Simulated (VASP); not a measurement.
A run of VASP 6.6.1 is set up as follows.

File INCAR:

```
PREC = Accurate ; ENCUT = 520
EDIFF = 1E-6 ; ISMEAR = 0
SIGMA = 0.02 ; LREAL = False
LASPH = True ; NELM = 60
ALGO = Normal ; ISIF = 2
LWAVE = False ; LCHARG = False
GGA = PE ; NBANDS = 22
```

Contents of KPOINTS:

```
regular mesh
0
Gamma
  6 6 4
```

The input POSCAR:

```
BaLi2S2
1.0
    4.3983009566      0.0000000000      0.0000000000
   -2.1991504783      3.8090403619      0.0000000000
    0.0000000000      0.0000000000      7.2258231059
Ba Li S
1 2 2
Direct
    0.0000000000      0.0000000000      0.0000000000
    0.6666666667      0.3333333333      0.6107152067
    0.3333333333      0.6666666667      0.3892847933
    0.6666666667      0.3333333333      0.2693805397
    0.3333333333      0.6666666667      0.7306194603
```

Potentials or basis: VASP PAW PBE potentials, release 64 (Ba_sv, Li_sv, S).

The run is started by

```bash
$ cat potpaw_PBE.64/Ba_sv/POTCAR potpaw_PBE.64/Li_sv/POTCAR potpaw_PBE.64/S/POTCAR > POTCAR
$ mpirun -np 1 vasp_std > vasp.out
```

(1) What does it give for the band gap on the k mesh?

(2) Estimate the largest force.

Results:

(1) 2.82 eV (least direct gap 3.14 eV).

(2) 0.064 eV/Å.

Caveat: spin-orbit coupling is left out, which moves the levels of the heavy elements.
